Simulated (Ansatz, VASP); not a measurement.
# Two plane-wave programs on CrB3S2

```xyz
6
Lattice="4.1595 0.0000 0.0000 -2.0798 3.6023 0.0000 0.0000 0.0000 7.1853" Properties=species:S:1:pos:R:3 pbc="T T T"
Cr    0.0000    0.0000    3.5926
B     0.0000    0.0000    0.0000
B     0.0000    0.0000    5.6065
B     0.0000    0.0000    1.5788
S     0.0000    2.4015    3.5926
S     2.0798    1.2008    3.5926
```

Alike in both runs: functional PBE; k mesh 12 × 12 × 6; occupations gaussian, width 0.1 eV; no spin polarisation.

Ansatz relaxed the structure, and its values are those at the end. VASP's run is a single point on that final structure, the one shown.

|  | VASP | Ansatz |
| --- | --- | --- |
| version | VASP 6.6.1 | Ansatz 0.2.0 |
| potentials or method | VASP PAW PBE potentials, release 64 (Cr_pv, B, S), cutoff 520 eV | scalar-relativistic, plane waves, PAW |
| valence electrons in the cell | 33 | 35 |

|  | VASP | Ansatz | Ansatz less VASP |
| --- | --- | --- | --- |
| gap on the k mesh at the Fermi level (eV) | none | none | - |
| pressure (GPa) | -0.1 | 0.0 | +0.14 |
| rms of the force components (eV/Å) | 0.006 | 0.000 | -0.0052 |

A gap of «none» marks a metal or a gap that the smearing closes. VASP's potentials hold 33 valence electrons a cell and Ansatz's 35, so a difference there can come from the potentials and not from the codes.
